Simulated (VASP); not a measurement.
# Mo (R-3m) in VASP: further runs, part 2 of 2

VASP 6.6.1. Earlier steps stand in the parts before.

### 5 Single point, LDA (shortest bond scaled by 0.82)

INCAR

```
SYSTEM = Mo
PREC = Accurate
ENCUT = 520
EDIFF = 1E-6
ISMEAR = -1
SIGMA = 0.05
LREAL = .FALSE.
LASPH = .TRUE.
NELM = 100
ALGO = Normal
ISIF = 2
LWAVE = .FALSE.
LCHARG = .FALSE.
GGA = CA
NBANDS = 21
```

KPOINTS

```
regular mesh
0
G
  10 10 10
  0 0 0
```

POSCAR

```
Mo
1.0
    0.0000000000      2.7041431590      2.7041431590
    2.7041431590      0.0000000000      2.7041431590
    2.7041431590      2.7041431590      0.0000000000
Mo
2
Direct
   -0.1925000000     -0.1025000000     -0.1025000000
    0.1925000000      0.1025000000      0.1025000000
```

Potentials or basis: VASP PAW LDA potentials, release 64 (Mo_sv).

Command:

```console
cat potpaw_LDA.64/Mo_sv/POTCAR > POTCAR
mpirun -np 1 vasp_std > vasp.out
```

OUTCAR:

```text
SYSTEM = Mo
   PREC = Accurate
   ENCUT = 520
   EDIFF = 1E-6
   ISMEAR = -1
   LREAL = .FALSE.
   LASPH = .TRUE.
   NELM = 100
   ISIF = 2
   GGA = CA

 ion  position               nearest neighbor table
   1  0.807  0.898  0.898-   2 1.92   2 2.51   2 2.51   2 2.51
   2  0.193  0.102  0.102-   1 1.92   1 2.51   1 2.51   1 2.51

  LATTYP: Found a face centered cubic cell.
 ALAT       =     5.4082863180

  Lattice vectors:

 A1 = (   0.0000000000,   2.7041431590,   2.7041431590)
 A2 = (   2.7041431590,   0.0000000000,   2.7041431590)
 A3 = (   2.7041431590,   2.7041431590,   0.0000000000)

Analysis of symmetry for initial positions (statically):
=====================================================================
 Subroutine PRICEL returns:
 Original cell was already a primitive cell.

 Routine SETGRP: Setting up the symmetry group for a
 face centered cubic supercell.

 Subroutine GETGRP returns: Found 12 space group operations
 (whereof  4 operations were pure point group operations)
 out of a pool of 48 trial point group operations.

The static configuration has the point symmetry C_2h.
 The point group associated with its full space group is D_3d.

Analysis of symmetry for dynamics (positions and initial velocities):
=====================================================================
 Subroutine PRICEL returns:
 Original cell was already a primitive cell.

 Routine SETGRP: Setting up the symmetry group for a
 face centered cubic supercell.

 Subroutine GETGRP returns: Found 12 space group operations
 (whereof  4 operations were pure point group operations)
 out of a pool of 48 trial point group operations.

The dynamic configuration has the point symmetry C_2h.
 The point group associated with its full space group is D_3d.

 Subroutine INISYM returns: Found 12 space group operations
 (whereof  4 operations are pure point group operations),
 and found     1 'primitive' translations

----------------------------------------------------------------------------------------

                                     Primitive cell

  volume of cell :      39.5475

  direct lattice vectors                    reciprocal lattice vectors
     0.000000000  2.704143159  2.704143159    -0.184901453  0.184901453  0.184901453
     2.704143159  0.000000000  2.704143159     0.184901453 -0.184901453  0.184901453
     2.704143159  2.704143159  0.000000000     0.184901453  0.184901453 -0.184901453

  length of vectors
     3.824235930  3.824235930  3.824235930     0.320258711  0.320258711  0.320258711

  position of ions in fractional coordinates (direct lattice)
     0.807500000  0.897500000  0.897500000
     0.192500000  0.102500000  0.102500000

  ion indices of the primitive-cell ions
   primitive index   ion index
                 1           1
                 2           2

----------------------------------------------------------------------------------------

 KPOINTS: regular mesh

Automatic generation of k-mesh.
 Grid dimensions read from file:
 generate k-points for:   10   10   10

 Generating k-lattice:

  Cartesian coordinates                     Fractional coordinates (reciprocal lattice)
    -0.018490145  0.018490145  0.018490145     0.100000000  0.000000000  0.000000000
     0.018490145 -0.018490145  0.018490145     0.000000000  0.100000000  0.000000000
     0.018490145  0.018490145 -0.018490145     0.000000000  0.000000000  0.100000000

  Length of vectors
     0.032025871  0.032025871  0.032025871

  Shift w.r.t. Gamma in fractional coordinates (k-lattice)
     0.000000000  0.000000000  0.000000000

 Subroutine IBZKPT returns following result:
 ===========================================

 Found    116 irreducible k-points:

 Following reciprocal coordinates:
            Coordinates               Weight
  0.000000  0.000000  0.000000      1.000000
  0.100000  0.000000  0.000000      2.000000
  0.000000  0.100000  0.000000      6.000000
  0.200000  0.000000  0.000000      2.000000
  0.000000  0.200000  0.000000      6.000000
  0.300000  0.000000  0.000000      2.000000
[... 16 lines left out ...]
  0.000000  0.500000  0.100000     12.000000
  0.100000  0.000000  0.500000      6.000000
 [... further k-points ...]
   k-points           NKPTS =    116   k-points in BZ     NKDIM =    116   number of bands    NBANDS=     21
   number of dos      NEDOS =    301   number of ions     NIONS =      2
   total plane-waves  NPLWV =  21952
   dimension x,y,z NGX =    28 NGY =   28 NGZ =   28
   dimension x,y,z NGXF=    56 NGYF=   56 NGZF=   56
   ions per type =               2
   NGX,Y,Z   is equivalent  to a cutoff of  12.17, 12.17, 12.17 a.u.
   NGXF,Y,Z  is equivalent  to a cutoff of  24.34, 24.34, 24.34 a.u.
 SYSTEM =  Mo
   PREC   = accura    normal or accurate (medium, high low for compatibility)
   ISTART =      0    job   : 0-new  1-cont  2-samecut
   ICHARG =      2    charge: 1-file 2-atom 10-const
   ISPIN  =      1    spin polarized calculation?
   LNONCOLLINEAR =      F non collinear calculations
   LSORBIT =      F    spin-orbit coupling
   LASPH  =      T    aspherical Exc in radial PAW
   ENCUT  =  520.0 eV  38.22 Ry    6.18 a.u.   7.11  7.11  7.11*2*pi/ulx,y,z
   NELM   =    100;   NELMIN=  2; NELMDL= -5     # of ELM steps
   EDIFF  = 0.1E-05   stopping-criterion for ELM
   LREAL  =      F    real-space projection
   EDIFFG = 0.1E-04   stopping-criterion for IOM
   NSW    =      0    number of steps for IOM
   IBRION =     -1    ionic relax: 0-MD 1-quasi-New 2-CG
   NFREE  =      0    steps in history (QN), initial steepest desc. (CG)
   ISIF   =      2    stress and relaxation
   ISYM   =      2    0-nonsym 1-usesym 2-fastsym
   POTIM  = 0.5000    time-step for ionic-motion
   TEBEG  =    0.0;   TEEND  =   0.0 temperature during run
   PSTRESS=    0.0 pullay stress
   NELECT =      28.0000    total number of electrons
   NUPDOWN=      -1.0000    fix difference up-down
   EMIN   =  10.00;   EMAX   =-10.00  energy-range for DOS
   EFERMI =   0.00;   METHOD = LEGACY
   ISMEAR =    -1;   SIGMA  =   0.05  broadening in eV -4-tet -1-fermi 0-gaus
   EFERMI_NEDOS =   21; number of points for ismear=-14 and -15
   IALGO  =     38    algorithm
   IMIX   =      4    mixing-type and parameters
     AMIX     =   0.40;   BMIX     =  1.00
     AMIX_MAG =   1.60;   BMIX_MAG =  1.00
  volume/ion in A,a.u.               =      19.77       133.44
  Fermi-wavevector in a.u.,A,eV,Ry     =   1.459109  2.757317 28.966803  2.129000
  Thomas-Fermi vector in A             =   2.575715
   LORBIT       =      0    0 simple, 1 ext, 2 COOP (PROOUT), +10 PAW based schemes
   GGA     = CA    functional components
   LHFCALC =     F    Hartree Fock is set to
   AEXX    =    0.0000 exact exchange contribution
   IVDW    =     0    specifies the selected vdW correction
   LEPSILON=     F    determine dielectric tensor
   LRPA    =     F    only Hartree local field effects (RPA)
 non-spin polarized calculation
  energy-cutoff  :      520.00
  volume of cell :       39.55
 maximum number of plane-waves:      1090
   NGX = 15   NGY = 15   NGZ = 15

 number of electron      27.9999998 magnetization

 Free energy of the ion-electron system (eV)
  ---------------------------------------------------
  ext. energy  EPLUGINS =         0.00000000
  ---------------------------------------------------
  free energy    TOTEN  =       -18.39581891 eV

  energy without entropy =      -18.38158898  energy(sigma->0) =      -18.38870395

 E-fermi :   8.5014     XC(G=0): -11.8361

 val. band max:        8.4976052998   @ k =   0.3000   0.2000   0.1000
 cond. band min:       8.5035854281   @ k =   0.3000   0.1000   0.5000
 fundamental gap:      0.0059801283
 Fermi energy:         8.5013522282

 k-point     1 :       0.0000    0.0000    0.0000
  band No.  band energies     occupation
      1     -52.6697      2.00000
      2     -50.5705      2.00000
      3     -29.3196      2.00000
      4     -25.9156      2.00000
      5     -25.9156      2.00000
      6     -25.7564      2.00000
[... 13 lines left out ...]
     20      18.5470      0.00000
     21      19.9552      0.00000
[... 529 lines left out ...]
 k-point    24 :       0.1000    0.0000    0.5000
  band No.  band energies     occupation
      1     -52.5401      2.00000
      2     -50.7318      2.00000
      3     -29.1914      2.00000
      4     -26.6016      2.00000
      5     -26.1686      2.00000
      6     -25.5144      2.00000
[... 13 lines left out ...]
     20      14.9779      0.00000
     21      17.7291      0.00000

 [... further k-points ...]

------------------------ aborting loop because EDIFF is reached ----------------------------------------

  FORCE on cell =-STRESS in cart. coord.  units (eV):
  Direction    XX          YY          ZZ          XY          YZ          ZX
  --------------------------------------------------------------------------------------
  -------------------------------------------------------------------------------------
  Total        7.3415270      7.3415270      7.3415270     -6.2505114      6.2505114     -6.2505114
  in kB      297.4253266    297.4253266    297.4253266   -253.2253009    253.2253009   -253.2253009
  external PRESSURE =     297.4253266 kB  Pullay stress =       0.0000000 kB

 VOLUME and BASIS-vectors are now :
 -----------------------------------------------------------------------------
  energy-cutoff  :      520.00
  volume of cell :       39.55
      direct lattice vectors                 reciprocal lattice vectors
     0.000000000  2.704143159  2.704143159    -0.184901453  0.184901453  0.184901453
     2.704143159  0.000000000  2.704143159     0.184901453 -0.184901453  0.184901453
     2.704143159  2.704143159  0.000000000     0.184901453  0.184901453 -0.184901453

 POSITION                                       TOTAL-FORCE (eV/Angst)
 -----------------------------------------------------------------------------------
      4.85394      4.61056      4.61056        -4.552096      4.552096      4.552096
      0.55435      0.79772      0.79772         4.552096     -4.552096     -4.552096
 -----------------------------------------------------------------------------------
    total drift:                                0.000000      0.000000      0.000000

  FREE ENERGIE OF THE ION-ELECTRON SYSTEM (eV)
  ---------------------------------------------------
  free  energy   TOTEN  =       -18.3958189105 eV

  energy  without entropy=      -18.3815889833  energy(sigma->0) =      -18.38870395
```

Run time: 95 s. Hardware: 1 thread of Intel Xeon 8259CL, shared host; peak memory 0.19 GiB.

Results:

| Item | Value |
| --- | --- |
| Free energy | -18.3958 eV |
| Pressure | 29.7 GPa |
| Largest force | 7.884 eV/Å |
| Band gap on the k mesh | zero (band 14 reaches 8.79 eV, above the bottom of band 15 at 7.88 eV) |

Forces in eV/Å, atoms in the order of the input:
```
Mo  -4.552  4.552  4.552
Mo   4.552 -4.552 -4.552
```

Caveat: the cell differs from its parent crystal (shortest bond scaled by 0.82); forces of over 1 eV/Å act on the atoms, so gaps and moduli don't describe the material at rest.

### 6 Single point, LDA (shortest bond scaled by 0.58)

INCAR

```
SYSTEM = Mo
ALGO = Normal
EDIFF = 1E-7
ENCUT = 520
GGA = CA
ISIF = 2
ISMEAR = -1
LASPH = .True.
LCHARG = .False.
LREAL = .False.
LWAVE = .False.
NBANDS = 21
NELM = 100
PREC = Accurate
SIGMA = 0.05
```

KPOINTS

```
k-points
0
Gamma
  10 10 10
  0 0 0
```

POSCAR

```
Mo
1.0
    0.0000000000      2.7041431590      2.7041431590
    2.7041431590      0.0000000000      2.7041431590
    2.7041431590      2.7041431590      0.0000000000
Mo
2
Direct
   -0.2825000000     -0.0725000000     -0.0725000000
    0.2825000000      0.0725000000      0.0725000000
```

Potentials or basis: VASP PAW LDA potentials, release 64 (Mo_sv).

Command:

```console
cat potpaw_LDA.64/Mo_sv/POTCAR > POTCAR
mpirun -np 1 vasp_std > vasp.out
```

It took 1.9 min on 1 thread of Intel Xeon 8259CL, shared host; peak memory 0.19 GiB.

Results (log left out):

- Free energy: 14.7245 eV
- Pressure: 374.9 GPa
- Largest force: 197.750 eV/Å
- Band gap on the k mesh: zero (band 14 reaches 9.15 eV, above the bottom of band 15 at 8.72 eV)

Forces on the atoms (eV/Å):
```
Mo  -114.171  114.171  114.171
Mo   114.171 -114.171 -114.171
```

Stress tensor (GPa, compression positive):
```
 374.91 -372.21 -372.21
-372.21  374.91  372.21
-372.21  372.21  374.91
```

Levels at points of the mesh, in eV from the Fermi level:
```
           k point  band 11  band 12  band 13  band 14  band 15  band 16  band 17  band 18
(0.00, 0.00, 0.00)    -5.55    -4.69    -4.69    -1.40     1.79     1.97     1.97     4.45
(0.50, 0.00, 0.00)    -7.19    -5.01    -5.01    -2.00     2.93     2.93     5.56     6.85
(0.00, 0.50, 0.00)    -5.12    -4.00    -3.35    -1.13     0.63     0.91     2.64     4.00
(0.50, 0.50, 0.00)    -5.95    -3.42    -3.41    -0.54    -0.18     2.54     2.78     4.80
```

Caveat: the cell differs from its parent crystal (shortest bond scaled by 0.58); forces of over 1 eV/Å act on the atoms, so gaps and moduli don't describe the material at rest.

### 7 Single point, LDA (shortest bond scaled by 0.58)

INCAR

```
  PREC = Accurate
  ENCUT = 520
  EDIFF = 1E-6
  ISMEAR = -1
  SIGMA = 0.05
  LREAL = F
  LASPH = T
  NELM = 60
  ALGO = Normal
  ISIF = 2
  LWAVE = F
  LCHARG = F
  NBANDS = 21
```

KPOINTS

```
Automatic mesh
0
Gamma
  10 10 10
```

POSCAR is that of step 6.

Command:

```console
cat potpaw_LDA.64/Mo_sv/POTCAR > POTCAR
mpirun -np 1 vasp_std > vasp.out
```

It took 1.8 min on 1 thread of Intel Xeon 8259CL, shared host; peak memory 0.19 GiB.

The run converged. Its results:

- Free energy: 14.7245 eV
- Pressure: 374.9 GPa
- Largest force: 197.750 eV/Å
- Band gap on the k mesh: zero (band 14 reaches 9.15 eV, above the bottom of band 15 at 8.72 eV)

Forces in eV/Å, atoms in the order of the input:
```
Mo  -114.171  114.171  114.171
Mo   114.171 -114.171 -114.171
```

Stress tensor (GPa, compression positive):
```
 374.90 -372.20 -372.20
-372.20  374.90  372.20
-372.20  372.20  374.90
```

Levels at points of the mesh, in eV from the Fermi level:
```
           k point  band 10  band 11  band 12  band 13  band 14  band 15  band 16  band 17  band 18  band 19
(0.00, 0.00, 0.00)    -5.55    -5.55    -4.69    -4.69    -1.40     1.79     1.97     1.97     4.45     4.45
(0.50, 0.00, 0.00)    -7.19    -7.19    -5.01    -5.01    -2.00     2.93     2.93     5.56     6.85     7.76
(0.00, 0.50, 0.00)    -5.22    -5.12    -4.00    -3.35    -1.13     0.63     0.91     2.64     4.00     4.53
(0.50, 0.50, 0.00)    -6.43    -5.95    -3.42    -3.41    -0.54    -0.18     2.54     2.78     4.80     5.49
```

Caveat: the cell differs from its parent crystal (shortest bond scaled by 0.58); forces of over 1 eV/Å act on the atoms, so gaps and moduli don't describe the material at rest.
